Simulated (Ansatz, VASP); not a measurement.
## C: VASP beside Ansatz

Contents of POSCAR:

```
C
1.0
    2.5051726443      0.0000000000      0.0000000000
   -1.2525863222      2.1695431509      0.0000000000
    0.0000000000      0.0000000000      8.1818157839
C
8
Direct
    0.6666666667      0.3333333333      0.8437500000
    0.3333333333      0.6666666667      0.3437500000
    0.6666666667      0.3333333333      0.6562500000
    0.3333333333      0.6666666667      0.1562500000
    0.0000000000      0.0000000000      0.9062500000
    0.0000000000      0.0000000000      0.4062500000
    0.0000000000      0.0000000000      0.5937500000
    0.0000000000      0.0000000000      0.0937500000
```

INCAR.step1

```
SYSTEM = C
PREC = Accurate
ENCUT = 520
ISMEAR = -1
SIGMA = 0.05
LREAL = .False.
LASPH = .True.
NELM = 100
NBANDS = 26
GGA = PE
ALGO = Normal
EDIFF = 1E-4
LWAVE = .True.
LCHARG = .False.
```

Contents of INCAR.step2:

```
SYSTEM = C
PREC = Accurate
ENCUT = 520
EDIFF = 1E-7
ISMEAR = -1
SIGMA = 0.05
LREAL = .False.
LASPH = .True.
NELM = 100
ALGO = Normal
ISIF = 2
LWAVE = .False.
LCHARG = .False.
METAGGA = R2SCAN
LMIXTAU = .True.
IVDW = 12
VDW_S6 = 1.0
VDW_S8 = 0.78981345
VDW_A1 = 0.49484001
VDW_A2 = 5.73083694
NBANDS = 26
ISTART = 1
```

The input KPOINTS:

```
Automatic mesh
0
Gamma
  12 12 4
  0 0 0
```

Contents of input.yaml:

```yaml
crystal:
  lattice:
    - [2.5051726443, 0.0, 0.0]
    - [-1.2525863222, 2.1695431509, 0.0]
    - [0.0, 0.0, 8.1818157839]
  atoms:
    - { symbol: C, position: [0.6666666667, 0.3333333333, 0.84375] }
    - { symbol: C, position: [0.3333333333, 0.6666666667, 0.34375] }
    - { symbol: C, position: [0.6666666667, 0.3333333333, 0.65625] }
    - { symbol: C, position: [0.3333333333, 0.6666666667, 0.15625] }
    - { symbol: C, position: [0.0, 0.0, 0.90625] }
    - { symbol: C, position: [0.0, 0.0, 0.40625] }
    - { symbol: C, position: [0.0, 0.0, 0.59375] }
    - { symbol: C, position: [0.0, 0.0, 0.09375] }
hamiltonian:
  xc: r2scan
  pseudopotentials: { kind: paw }
  dispersion: d3bj
kpoints:
  mp_grid: { grid: [12, 12, 4] }
scf:
  occupations: { method: fermi_dirac, width: 0.05 }
output:
  forces: true
  stress: true
  eigenvalues: true
```

Alike in both runs: task single point; functional r2SCAN; dispersion D3(BJ); k mesh 12 × 12 × 4; occupations fermi-dirac, width 0.05 eV; no spin polarisation.

|  | VASP | Ansatz |
| --- | --- | --- |
| version | VASP 6.6.1 | Ansatz 0.2.0 |
| potentials or method | VASP PAW PBE potentials, release 64 (C) | Ansatz PAW |
| plane-wave cutoff (eV) | 520 | 500 |
| valence electrons in the cell | 32 | 32 |

VASP gave:

```
gap on the k mesh at the Fermi level (eV)                     : 4.67
least direct gap on the mesh (eV)                             : 5.45
pressure (GPa)                                                : 5.9
traceless stress, the component that is largest in VASP (GPa) : 9.22
rms of the force components (eV/Å)                            : 0.207
```

Q: What did Ansatz give for the same quantities?

A: gap on the k mesh at the Fermi level (eV): 4.70; least direct gap on the mesh (eV): 5.49; pressure (GPa): 4.7; traceless stress, the component that is largest in VASP (GPa): 9.19; rms of the force components (eV/Å): 0.206.

VASP's potentials were made for PBE, not for r2SCAN. Atom by atom the forces differ by 0.001 eV/Å (rms over components).
